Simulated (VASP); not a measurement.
A run of VASP 6.6.1 is set up as follows.

INCAR

```
SYSTEM = Ta3H2
PREC = Accurate
ENCUT = 600
EDIFF = 1E-6
ISMEAR = 0
SIGMA = 0.1
LREAL = .FALSE.
LASPH = .TRUE.
NELM = 60
ALGO = Normal
ISIF = 3
LWAVE = .FALSE.
LCHARG = .FALSE.
GGA = PE
IBRION = 2
NSW = 90
EDIFFG = -0.04
```

The input KPOINTS:

```
Automatic mesh
0
G
  6 6 6
  0 0 0
```

Contents of POSCAR:

```
Ta3H2
1.0
    2.7179390553      1.5692028452      4.9470572351
   -2.7179390553      1.5692028452      4.9470572351
    0.0000000000     -3.1384056904      4.9470572351
Ta H
6 4
Direct
    0.0562500000      0.4437500000      0.7500000000
    0.7500000000      0.0562500000      0.4437500000
    0.4437500000      0.7500000000      0.0562500000
    0.9437500000      0.5562500000      0.2500000000
    0.2500000000      0.9437500000      0.5562500000
    0.5562500000      0.2500000000      0.9437500000
    0.8521800000      0.8521800000      0.8521800000
    0.6478200000      0.6478200000      0.6478200000
    0.1478200000      0.1478200000      0.1478200000
    0.3521800000      0.3521800000      0.3521800000
```

Potentials or basis: VASP PAW PBE potentials, release 64 (Ta_pv, H).

Launch:

```bash
$ cat potpaw_PBE.64/Ta_pv/POTCAR potpaw_PBE.64/H/POTCAR > POTCAR
$ mpirun -np 1 vasp_std > vasp.out
```

(1) Predict the space group after relaxing (to 0.1 Å).

(2) Estimate the band gap on the k mesh.

(3) Predict the relaxed volume.

## Answers

(1) R-3c (No. 167).

(2) zero (bands 35 and 36 overlap by 0.76 eV).

(3) 11.94 Å³/atom.

Caveat: spin-orbit coupling is left out, which moves the levels of the heavy elements.
